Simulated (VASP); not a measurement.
**ZnS: single point with PBE**

The system is ZnS.

```
CELL_PARAMETERS angstrom
0.00000 2.71364 2.71364
2.71364 0.00000 2.71364
2.71364 2.71364 0.00000
ATOMIC_POSITIONS crystal
Zn 0.00000 0.00000 0.00000
S 0.75000 0.75000 0.75000
```

This cell differs from its parent crystal: volume scaled by 1.01.

| Item | Value |
| --- | --- |
| Program | VASP 6.6.1 |
| Task | single point |
| Functional | PBE |
| Potentials or basis | VASP PAW PBE potentials, release 64 (Zn, S) |
| Cutoff | 520 eV |
| k mesh | 8 × 8 × 8 |
| Occupations | fermi-dirac, width 0.01 eV |
| Spin | no spin polarisation |

```yaml
Pressure: 0.8 GPa
Band_gap_on_the_k_mesh: 2.06 eV, direct
```

Levels at points of the mesh, in eV from the valence-band top:
| k point | band 7 | band 8 | band 9 | band 10 | band 11 | band 12 |
| --- | --- | --- | --- | --- | --- | --- |
| (0.00, 0.00, 0.00) | 0.00 | 0.00 | 0.00 | 2.06 | 6.40 | 6.40 |
| (0.50, 0.00, 0.00) | -5.21 | -0.85 | -0.85 | 3.28 | 6.93 | 6.93 |
| (0.50, 0.50, 0.00) | -4.51 | -2.17 | -2.17 | 3.44 | 4.07 | 10.89 |

Run time: 10 s on 1 thread of AMD EPYC 9R45 96-Core Processor (Zen 5) (shared host), peak memory 0.14 GiB.
